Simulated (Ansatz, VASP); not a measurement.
# CuO: VASP beside Ansatz

```xyz
4
Lattice="2.3418 -1.7113 0.0000 2.3418 1.7113 0.0000 -0.8500 0.0000 5.0579" Properties=species:S:1:pos:R:3 pbc="T T T"
Cu    1.1709    0.8557    0.0000
Cu    0.7459   -0.8557    2.5289
O     2.1293   -0.2276    1.2645
O     1.7043    0.2276    3.7934
```

Alike in both runs: functional PBE; k mesh 16 × 16 × 8; occupations gaussian, width 0.1 eV; no spin polarisation.

Ansatz relaxed the structure, and its values are those at the end. VASP's run is a single point on that final structure, the one shown.

|  | VASP | Ansatz |
| --- | --- | --- |
| version | VASP 6.6.1 | Ansatz 0.2.0 |
| potentials or method | VASP PAW PBE potentials, release 64 (Cu, O), cutoff 520 eV | scalar-relativistic, plane waves, PAW |
| valence electrons in the cell | 34 | 50 |

```tsv
	VASP	Ansatz	Ansatz less VASP
gap on the k mesh at the Fermi level (eV)	none	none	-
pressure (GPa)	7.9	7.2	-0.77
rms of the force components (eV/Å)	0.021	0.000	-0.0205
```

A gap of «none» marks a metal or a gap that the smearing closes. The functional is the same, so the differences come from potentials, cutoffs and numerics. VASP's potentials hold 34 valence electrons a cell and Ansatz's 50, so a difference there can come from the potentials and not from the codes. Ansatz's warnings: stress scf threshold loose.
